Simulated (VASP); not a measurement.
Crystal: CaHf3.

```xyz
4
Lattice="4.2987 0.0000 0.0000 0.0000 4.2987 0.0000 0.0000 0.0000 4.2987" Properties=species:S:1:pos:R:3 pbc="T T T"
Ca    0.0000    0.0000    0.0000
Hf    0.0000    2.1494    2.1494
Hf    2.1494    0.0000    2.1494
Hf    2.1494    2.1494    0.0000
```

The cell was built from a structure type or drawn by symmetry, and may not be a known phase.

| Property | Result |
| --- | --- |
| Program | VASP 6.6.1 |
| Task | relaxation of cell and atoms |
| Functional | PBE |
| Potentials or basis | VASP PAW PBE potentials, release 64 (Ca_sv, Hf_pv) |
| Cutoff | 500 eV |
| k mesh | 4 × 4 × 4 |
| Occupations | gaussian, width 0.1 eV |
| Spin | no spin polarisation |

At the start: pressure 21.0 GPa; volume 19.86 Å³/atom.

**Question.** Where does the relaxation end?

**Answer.** Over 3 steps the energy falls by 259.0 meV/atom and the volume is 24.47 Å³/atom (+23.2 %); space group Pm-3m (No. 221, to 0.1 Å) before and after.

Step by step:
```csv
step,energy change (eV),largest force (eV/Å),pressure (GPa),volume (Å³)
1,0.0000,0.0000,21.01,79.44
2,-0.5765,0.0000,-8.45,113.29
3,-1.0358,0.0000,-0.17,97.88
```

Final structure:
```
Ca Hf
1.0
     4.60849    0.00000    0.00000
     0.00000    4.60849    0.00000
     0.00000    0.00000    4.60849
Ca Hf
1 3
Direct
  0.00000 0.00000 0.00000
  0.00000 0.50000 0.50000
  0.50000 0.00000 0.50000
  0.50000 0.50000 0.00000
```

Caveat: the k points lie up to 0.34 Å⁻¹ apart in the final cell, too coarse for converged energies and pressures of a metal; the volume moved by over 15 % at a fixed basis, so the end points are rough.
